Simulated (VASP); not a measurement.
# Ga4AsP3 (P1) in VASP: a series of runs

Runs on Ga4AsP3. Level: PBEsol. Tasks: single point.

All numbers are computed with VASP 6.6.1; they aren't measurements. Logs are shortened: lines on timing, memory, paths and dates and some standing lists are left out, and cuts for length are marked.

### Step 1. The cell of the first run

The typed cell holds 16 atoms: a = 7.745 Å, b = 6.707 Å, c = 6.379 Å, α = 90.00°, β = 90.00°, γ = 90.00°.

### Step 2. Single point, PBEsol

File INCAR:

```
PREC     = Accurate       # precision mode
ENCUT    = 520            # plane-wave cutoff, eV
EDIFF    = 1E-6           # SCF threshold, eV
ISMEAR   = -1             # smearing method
SIGMA    = 0.05           # smearing width, eV
LREAL    = Auto         
LASPH    = True           # aspherical terms in the spheres
NELM     = 60             # most SCF steps
ALGO     = Normal         # electronic algorithm
ISIF     = 2              # what is computed and relaxed
LWAVE    = False          # write WAVECAR
LCHARG   = False          # write CHGCAR
GGA      = PS             # functional
NBANDS   = 86             # bands
```

File KPOINTS:

```
Automatic mesh
0
Gamma
  1 1 2
```

File POSCAR:

```
Ga4AsP3
1.0
    7.7446540000      0.0000000000      0.0000000000
   -0.0000010000      6.7070680000      0.0000000000
    0.0000000000      0.0000000000      6.3794850000
Ga P As
8 6 2
Direct
    0.9964930000      0.3330010000      0.0008450000
    0.4980030000      0.3496360000      0.0170210000
    0.2549550000      0.8353980000      0.0086890000
    0.7463130000      0.8355890000      0.0078320000
    0.2471170000      0.1566320000      0.5197270000
    0.9851530000      0.6641120000      0.5055940000
    0.7449930000      0.1747380000      0.5032720000
    0.4919140000      0.6594090000      0.4806170000
    0.9938360000      0.3368480000      0.3969600000
    0.5168210000      0.3359850000      0.3821040000
    0.7506910000      0.8424420000      0.3736270000
    0.2538930000      0.1944950000      0.8905280000
    0.0096500000      0.6836970000      0.8980080000
    0.7381460000      0.1640000000      0.8761950000
    0.2563600000      0.8365520000      0.3586680000
    0.4856600000      0.6574210000      0.8498210000
```

Potentials or basis: VASP PAW PBE potentials, release 64 (Ga_d, P, As).

Started as:

```console
> cat potpaw_PBE.64/Ga_d/POTCAR potpaw_PBE.64/P/POTCAR potpaw_PBE.64/As/POTCAR > POTCAR
> mpirun -np 1 vasp_std > vasp.out
```

OUTCAR:

```text
PREC = Accurate
   ENCUT = 520
   EDIFF = 1E-6
   ISMEAR = -1
   LREAL = Auto
   LASPH = True
   NELM = 60
   ISIF = 2
   GGA = PS

 ion  position               nearest neighbor table
   1  0.996  0.333  0.001-  12 2.31  14 2.43  13 2.44   9 2.53
   2  0.498  0.350  0.017-  12 2.30  16 2.33  10 2.34  14 2.41
   3  0.255  0.835  0.009-  15 2.23  13 2.27  16 2.38  12 2.52
   4  0.746  0.836  0.008-  11 2.33  14 2.36  13 2.38  16 2.55
   5  0.247  0.157  0.520-  12 2.38  15 2.38   9 2.43  10 2.57
   6  0.985  0.664  0.506-   9 2.30  11 2.33  13 2.51  15 2.57
[... 8 lines left out ...]
  15  0.256  0.837  0.359-   3 2.23   8 2.31   5 2.38   6 2.57
  16  0.486  0.657  0.850-   2 2.33   8 2.36   3 2.38   4 2.55

  LATTYP: Found a simple orthorhombic cell.
 ALAT       =     6.3794850000
 B/A-ratio  =     1.0513494428
 C/A-ratio  =     1.2139936061

  Lattice vectors:

 A1 = (   0.0000000000,   0.0000000000,  -6.3794850000)
 A2 = (  -0.0000010000,   6.7070680000,   0.0000000000)
 A3 = (   7.7446540000,   0.0000000000,   0.0000000000)

Analysis of symmetry for initial positions (statically):
=====================================================================
 Subroutine PRICEL returns:
 Original cell was already a primitive cell.

 Routine SETGRP: Setting up the symmetry group for a
 simple orthorhombic supercell.

 Subroutine GETGRP returns: Found  1 space group operations
 (whereof  1 operations were pure point group operations)
 out of a pool of  8 trial point group operations.

The static configuration has the point symmetry C_1 .

Analysis of symmetry for dynamics (positions and initial velocities):
=====================================================================
 Subroutine PRICEL returns:
 Original cell was already a primitive cell.

 Routine SETGRP: Setting up the symmetry group for a
 simple orthorhombic supercell.

 Subroutine GETGRP returns: Found  1 space group operations
 (whereof  1 operations were pure point group operations)
 out of a pool of  8 trial point group operations.

The dynamic configuration has the point symmetry C_1 .

 Subroutine INISYM returns: Found  1 space group operations
 (whereof  1 operations are pure point group operations),
 and found     1 'primitive' translations

----------------------------------------------------------------------------------------

                                     Primitive cell

  volume of cell :     331.3755

  direct lattice vectors                    reciprocal lattice vectors
     7.744654000  0.000000000  0.000000000     0.129121327  0.000000019  0.000000000
    -0.000001000  6.707068000  0.000000000     0.000000000  0.149096446  0.000000000
     0.000000000  0.000000000  6.379485000     0.000000000  0.000000000  0.156752465

  length of vectors
     7.744654000  6.707068000  6.379485000     0.129121327  0.149096446  0.156752465

  position of ions in fractional coordinates (direct lattice)
     0.996493000  0.333001000  0.000845000
     0.498003000  0.349636000  0.017021000
     0.254955000  0.835398000  0.008689000
     0.746313000  0.835589000  0.007832000
     0.247117000  0.156632000  0.519727000
     0.985153000  0.664112000  0.505594000
[... 8 lines left out ...]
     0.256360000  0.836552000  0.358668000
     0.485660000  0.657421000  0.849821000

  ion indices of the primitive-cell ions
   primitive index   ion index
                 1           1
                 2           2
                 3           3
                 4           4
                 5           5
                 6           6
[... 8 lines left out ...]
                15          15
                16          16

----------------------------------------------------------------------------------------

 KPOINTS: Automatic mesh

Automatic generation of k-mesh.
 Grid dimensions read from file:
 generate k-points for:    1    1    2

 Generating k-lattice:

  Cartesian coordinates                     Fractional coordinates (reciprocal lattice)
     0.129121327  0.000000019  0.000000000     1.000000000  0.000000000  0.000000000
     0.000000000  0.149096446  0.000000000     0.000000000  1.000000000  0.000000000
     0.000000000  0.000000000  0.078376233     0.000000000  0.000000000  0.500000000

  Length of vectors
     0.129121327  0.149096446  0.078376233

  Shift w.r.t. Gamma in fractional coordinates (k-lattice)
     0.000000000  0.000000000  0.000000000

 Subroutine IBZKPT returns following result:
 ===========================================

 Found      2 irreducible k-points:

 Following reciprocal coordinates:
            Coordinates               Weight
  0.000000  0.000000  0.000000      1.000000
  0.000000  0.000000  0.500000      1.000000
   k-points           NKPTS =      2   k-points in BZ     NKDIM =      2   number of bands    NBANDS=     86
   number of dos      NEDOS =    301   number of ions     NIONS =     16
   total plane-waves  NPLWV = 144000
   dimension x,y,z NGX =    60 NGY =   50 NGZ =   48
   dimension x,y,z NGXF=   120 NGYF=  100 NGZF=   96
   ions per type =               8   6   2
   NGX,Y,Z   is equivalent  to a cutoff of  12.88, 12.39, 12.51 a.u.
   NGXF,Y,Z  is equivalent  to a cutoff of  25.76, 24.79, 25.02 a.u.
 SYSTEM =  unknown system
   PREC   = accura    normal or accurate (medium, high low for compatibility)
   ISTART =      0    job   : 0-new  1-cont  2-samecut
   ICHARG =      2    charge: 1-file 2-atom 10-const
   ISPIN  =      1    spin polarized calculation?
   LNONCOLLINEAR =      F non collinear calculations
   LSORBIT =      F    spin-orbit coupling
   LASPH  =      T    aspherical Exc in radial PAW
   ENCUT  =  520.0 eV  38.22 Ry    6.18 a.u.  14.40 12.47 11.86*2*pi/ulx,y,z
   NELM   =     60;   NELMIN=  2; NELMDL= -5     # of ELM steps
   EDIFF  = 0.1E-05   stopping-criterion for ELM
   LREAL  =      T    real-space projection
   EDIFFG = 0.1E-04   stopping-criterion for IOM
   NSW    =      0    number of steps for IOM
   IBRION =     -1    ionic relax: 0-MD 1-quasi-New 2-CG
   NFREE  =      0    steps in history (QN), initial steepest desc. (CG)
   ISIF   =      2    stress and relaxation
   ISYM   =      2    0-nonsym 1-usesym 2-fastsym
   POTIM  = 0.5000    time-step for ionic-motion
   TEBEG  =    0.0;   TEEND  =   0.0 temperature during run
   PSTRESS=    0.0 pullay stress
   NELECT =     144.0000    total number of electrons
   NUPDOWN=      -1.0000    fix difference up-down
   EMIN   =  10.00;   EMAX   =-10.00  energy-range for DOS
   EFERMI =   0.00;   METHOD = LEGACY
   ISMEAR =    -1;   SIGMA  =   0.05  broadening in eV -4-tet -1-fermi 0-gaus
   EFERMI_NEDOS =   21; number of points for ismear=-14 and -15
   IALGO  =     38    algorithm
   IMIX   =      4    mixing-type and parameters
     AMIX     =   0.40;   BMIX     =  1.00
     AMIX_MAG =   1.60;   BMIX_MAG =  1.00
  volume/ion in A,a.u.               =      20.71       139.76
  Fermi-wavevector in a.u.,A,eV,Ry     =   1.240002  2.343263 20.920369  1.537604
  Thomas-Fermi vector in A             =   2.374461
   LORBIT       =      0    0 simple, 1 ext, 2 COOP (PROOUT), +10 PAW based schemes
   GGA     = PS    functional components
   LHFCALC =     F    Hartree Fock is set to
   AEXX    =    0.0000 exact exchange contribution
   IVDW    =     0    specifies the selected vdW correction
   LEPSILON=     F    determine dielectric tensor
   LRPA    =     F    only Hartree local field effects (RPA)
 non-spin polarized calculation
  energy-cutoff  :      520.00
  volume of cell :      331.38
 maximum number of plane-waves:      8951
 NGX is ok and might be reduce to    60
   NGX = 29   NGY = 25   NGZ = 23

 number of electron     143.9999997 magnetization

 Free energy of the ion-electron system (eV)
  ---------------------------------------------------
  ext. energy  EPLUGINS =         0.00000000
  ---------------------------------------------------
  free energy    TOTEN  =       -72.30118563 eV

  energy without entropy =      -72.30090859  energy(sigma->0) =      -72.30104711

 E-fermi :   5.1832     XC(G=0):  -9.9576

 val. band max:        4.7774231496   @ k =   0.0000   0.0000   0.0000
 cond. band min:       5.5888127969   @ k =   0.0000   0.0000   0.0000
 fundamental gap:      0.8113896473
 Fermi energy:         5.1832350468

 k-point     1 :       0.0000    0.0000    0.0000
  band No.  band energies     occupation
      1     -10.5610      2.00000
      2     -10.4821      2.00000
      3     -10.4382      2.00000
      4     -10.4205      2.00000
      5     -10.3994      2.00000
      6     -10.3918      2.00000
[... 76 lines left out ...]
     83       8.5520      0.00000
     84       8.7989      0.00000

 k-point     2 :       0.0000    0.0000    0.5000
  band No.  band energies     occupation
      1     -10.5557      2.00000
      2     -10.4796      2.00000
      3     -10.4383      2.00000
      4     -10.4170      2.00000
      5     -10.4096      2.00000
      6     -10.3913      2.00000
[... 76 lines left out ...]
     83       8.4890      0.00000
     84       8.5422      0.00000
 [bands above 84 left out]

------------------------ aborting loop because EDIFF is reached ----------------------------------------

  FORCE on cell =-STRESS in cart. coord.  units (eV):
  Direction    XX          YY          ZZ          XY          YZ          ZX
  --------------------------------------------------------------------------------------
  -------------------------------------------------------------------------------------
  Total       16.2680236     -7.3278749      2.0837731     -2.6450071      0.2330432      1.2432741
  in kB       78.6547628    -35.4297658     10.0748983    -12.7884255      1.1267477      6.0111439
  external PRESSURE =      17.7666318 kB  Pullay stress =       0.0000000 kB

 VOLUME and BASIS-vectors are now :
 -----------------------------------------------------------------------------
  energy-cutoff  :      520.00
  volume of cell :      331.38
      direct lattice vectors                 reciprocal lattice vectors
     7.744654000  0.000000000  0.000000000     0.129121327  0.000000019  0.000000000
    -0.000001000  6.707068000  0.000000000     0.000000000  0.149096446  0.000000000
     0.000000000  0.000000000  6.379485000     0.000000000  0.000000000  0.156752465

 POSITION                                       TOTAL-FORCE (eV/Angst)
 -----------------------------------------------------------------------------------
      7.71749      2.23346      0.00539        -0.528880      0.581389      0.686809
      3.85686      2.34503      0.10859         0.625105     -0.819747      0.236353
      1.97454      5.60307      0.05543        -0.117954      1.487010     -1.722701
      5.77994      5.60435      0.04996         0.159176      0.001786     -0.283473
      1.91384      1.05054      3.31559         0.256734      1.206106      0.207909
      7.62967      4.45424      3.22543         0.682468      0.295323      0.846745
[... 8 lines left out ...]
      1.98542      5.61081      2.28812        -1.346420     -0.056667      1.706622
      3.76127      4.40937      5.42142         1.318185      0.884198      0.530408
 -----------------------------------------------------------------------------------
    total drift:                                0.008978     -0.005246     -0.005317

  FREE ENERGIE OF THE ION-ELECTRON SYSTEM (eV)
  ---------------------------------------------------
  free  energy   TOTEN  =       -72.3011856333 eV

  energy  without entropy=      -72.3009085890  energy(sigma->0) =      -72.30104711
```

Run time: 2.7 min. Hardware: 1 thread of Intel Xeon 8259CL, shared host; peak memory 0.37 GiB.

Results:

- Free energy: -72.3012 eV
- Pressure: 1.8 GPa
- Largest force: 2.279 eV/Å
- Band gap on the k mesh: 0.81 eV, direct

Forces on the atoms (eV/Å):
```
Ga  -0.529  0.581  0.687
Ga   0.625 -0.820  0.236
Ga  -0.118  1.487 -1.723
Ga   0.159  0.002 -0.283
Ga   0.257  1.206  0.208
Ga   0.682  0.295  0.847
Ga   0.958 -1.023  0.863
Ga   1.428  0.104  0.186
P    0.903 -0.431 -1.017
P   -2.090 -0.046 -0.741
P   -0.640 -0.025  0.160
P   -0.468 -1.686 -0.500
P   -1.539 -0.947 -1.070
P    0.399  0.475 -0.089
As  -1.346 -0.057  1.707
As   1.318  0.884  0.530
```

Stress tensor (GPa, compression positive):
```
 7.87 -1.28  0.60
-1.28 -3.54  0.11
 0.60  0.11  1.01
```

Levels at points of the mesh, in eV from the valence-band top:
```csv
k point,band 70,band 71,band 72,band 73,band 74,band 75
"(0.00, 0.00, 0.00)",-0.39,-0.22,0.00,0.81,1.09,1.20
"(0.00, 0.00, 0.50)",-0.87,-0.73,-0.63,1.09,1.25,1.56
```

Caveat: the k points lie up to 0.94 Å⁻¹ apart; the PAW data sets were made with another functional, which shifts forces and pressure a little. A k mesh can miss the band edges.

### Step 3. Single point, PBEsol

File INCAR:

```
SYSTEM = Ga4AsP3
  PREC = Accurate
  ENCUT = 520
  EDIFF = 1E-7
  ISMEAR = -1
  SIGMA = 0.05
  LREAL = Auto
  LASPH = .TRUE.
  NELM = 100
  ALGO = Normal
  ISIF = 2
  LWAVE = .FALSE.
  LCHARG = .FALSE.
  GGA = PS
  NBANDS = 86
```

File KPOINTS:

```
Automatic mesh
0
Gamma
  2 2 2
  0.5 0.5 0.5
```

POSCAR is that of step 2.

Potentials or basis: VASP PAW PBE potentials, release 64 (Ga_d, P, As).

Started as:

```console
> cat potpaw_PBE.64/Ga_d/POTCAR potpaw_PBE.64/P/POTCAR potpaw_PBE.64/As/POTCAR > POTCAR
> mpirun -np 1 vasp_std > vasp.out
```

OUTCAR:

```text
SYSTEM = Ga4AsP3
   PREC = Accurate
   ENCUT = 520
   EDIFF = 1E-7
   ISMEAR = -1
   LREAL = Auto
   LASPH = .TRUE.
   NELM = 100
   ISIF = 2
   GGA = PS

 ion  position               nearest neighbor table
   1  0.996  0.333  0.001-  12 2.31  14 2.43  13 2.44   9 2.53
   2  0.498  0.350  0.017-  12 2.30  16 2.33  10 2.34  14 2.41
   3  0.255  0.835  0.009-  15 2.23  13 2.27  16 2.38  12 2.52
   4  0.746  0.836  0.008-  11 2.33  14 2.36  13 2.38  16 2.55
   5  0.247  0.157  0.520-  12 2.38  15 2.38   9 2.43  10 2.57
   6  0.985  0.664  0.506-   9 2.30  11 2.33  13 2.51  15 2.57
[... 8 lines left out ...]
  15  0.256  0.837  0.359-   3 2.23   8 2.31   5 2.38   6 2.57
  16  0.486  0.657  0.850-   2 2.33   8 2.36   3 2.38   4 2.55

  LATTYP: Found a simple orthorhombic cell.
 ALAT       =     6.3794850000
 B/A-ratio  =     1.0513494428
 C/A-ratio  =     1.2139936061

  Lattice vectors:

 A1 = (   0.0000000000,   0.0000000000,  -6.3794850000)
 A2 = (  -0.0000010000,   6.7070680000,   0.0000000000)
[... 187 lines left out ...]
 fundamental gap:      1.9323358498
 Fermi energy:         4.9639066120

 k-point     1 :       0.2500    0.2500    0.2500
  band No.  band energies     occupation
      1     -10.5082      2.00000
      2     -10.4514      2.00000
      3     -10.4120      2.00000
      4     -10.3570      2.00000
      5     -10.3503      2.00000
      6     -10.3381      2.00000
[... 337 lines left out ...]
     83       8.3510      0.00000
     84       8.4869      0.00000
 [bands above 84 left out]

------------------------ aborting loop because EDIFF is reached ----------------------------------------

  FORCE on cell =-STRESS in cart. coord.  units (eV):
  Direction    XX          YY          ZZ          XY          YZ          ZX
  --------------------------------------------------------------------------------------
  -------------------------------------------------------------------------------------
  Total       -0.2181097      2.2936521      4.0210299     -2.8659596      0.3250733      1.3618121
  in kB       -1.0545454     11.0896483     19.4414002    -13.8567155      1.5717066      6.5842667
  external PRESSURE =       9.8255010 kB  Pullay stress =       0.0000000 kB

 VOLUME and BASIS-vectors are now :
 -----------------------------------------------------------------------------
  energy-cutoff  :      520.00
  volume of cell :      331.38
      direct lattice vectors                 reciprocal lattice vectors
     7.744654000  0.000000000  0.000000000     0.129121327  0.000000019  0.000000000
    -0.000001000  6.707068000  0.000000000     0.000000000  0.149096446  0.000000000
     0.000000000  0.000000000  6.379485000     0.000000000  0.000000000  0.156752465

 POSITION                                       TOTAL-FORCE (eV/Angst)
 -----------------------------------------------------------------------------------
      7.71749      2.23346      0.00539        -0.556971      0.442786      0.534224
      3.85686      2.34503      0.10859         0.620557     -1.119221      0.050939
      1.97454      5.60307      0.05543        -0.009118      1.350724     -2.051091
      5.77994      5.60435      0.04996         0.032212     -0.183327     -0.539553
      1.91384      1.05054      3.31559         0.337410      1.383756     -0.070427
      7.62967      4.45424      3.22543         0.632355      0.516322      0.701049
[... 8 lines left out ...]
      1.98542      5.61081      2.28812        -1.256142     -0.241850      2.132395
      3.76127      4.40937      5.42142         1.067597      1.202550      0.986698
 -----------------------------------------------------------------------------------
    total drift:                                0.008594     -0.005350     -0.004736

  FREE ENERGIE OF THE ION-ELECTRON SYSTEM (eV)
  ---------------------------------------------------
  free  energy   TOTEN  =       -76.3212910870 eV

  energy  without entropy=      -76.3212910810  energy(sigma->0) =      -76.32129108
```

It took 5 min on 1 thread of Intel Xeon 8259CL, shared host; peak memory 0.4 GiB.

What came out:

| Quantity | Value |
| --- | --- |
| Free energy | -76.3213 eV |
| Pressure | 1.0 GPa |
| Largest force | 2.487 eV/Å |
| Band gap on the k mesh | 1.93 eV, direct |

Forces in eV/Å, atoms in the order of the input:
```
Ga  -0.557  0.443  0.534
Ga   0.621 -1.119  0.051
Ga  -0.009  1.351 -2.051
Ga   0.032 -0.183 -0.540
Ga   0.337  1.384 -0.070
Ga   0.632  0.516  0.701
Ga   0.909 -0.809  0.636
Ga   1.377  0.367 -0.120
P    0.636 -0.551 -0.993
P   -1.988 -0.235 -0.506
P   -0.650 -0.178  0.410
P   -0.175 -1.716 -0.248
P   -1.249 -0.802 -1.170
P    0.272  0.573  0.247
As  -1.256 -0.242  2.132
As   1.068  1.203  0.987
```

Stress tensor (GPa, compression positive):
```
-0.11 -1.39  0.66
-1.39  1.11  0.16
 0.66  0.16  1.94
```

Caveat: the PAW data sets were made with another functional, which shifts forces and pressure a little.

### Step 4. Single point, PBEsol

File INCAR:

```
ALGO = Normal
EDIFF = 1E-7
ENCUT = 520
GGA = PS
ISIF = 2
ISMEAR = -1
LASPH = T
LCHARG = T
LELF = T
LREAL = Auto
LVHAR = T
LWAVE = F
NBANDS = 86
NELECT = 146.0
NELM = 60
PREC = Accurate
SIGMA = 0.05
```

KPOINTS is that of step 3.

POSCAR is that of step 3.

Started as:

```console
> cat potpaw_PBE.64/Ga_d/POTCAR potpaw_PBE.64/P/POTCAR potpaw_PBE.64/As/POTCAR > POTCAR
> mpirun -np 1 vasp_std > vasp.out
```

Run time: 5 min. Hardware: 1 thread of Intel Xeon 8259CL, shared host; peak memory 0.39 GiB.

The run converged. Its results:

```yaml
Free_energy: -64.3322 eV
Largest_force: 2.285 eV/Å
```

Forces on the atoms (eV/Å):
```
Ga  -0.485  0.476  0.577
Ga   0.438 -0.918  0.170
Ga  -0.099  1.240 -1.917
Ga   0.070 -0.043 -0.433
Ga   0.232  1.287  0.042
Ga   0.569  0.431  0.777
Ga   0.937 -0.908  0.675
Ga   1.308  0.112 -0.127
P    0.647 -0.450 -0.949
P   -1.868 -0.007 -0.447
P   -0.542  0.067  0.307
P   -0.160 -1.403 -0.151
P   -1.116 -0.686 -1.142
P    0.340  0.287  0.071
As  -1.265 -0.353  1.846
As   0.993  0.869  0.702
```

Levels at points of the mesh, in eV from the Fermi level:
```
           k point  band 71  band 72  band 73  band 74  band 75  band 76
(0.25, 0.25, 0.25)    -2.52    -2.44    -0.20     0.21     0.54     0.62
```

Caveat: the cell carries a net charge on a neutralising background, which shifts energy and pressure; the cell is charged against a uniform background, so pressure and absolute levels hang on convention; the PAW data sets were made with another functional, which shifts forces and pressure a little.

[end of part 1 of 2]
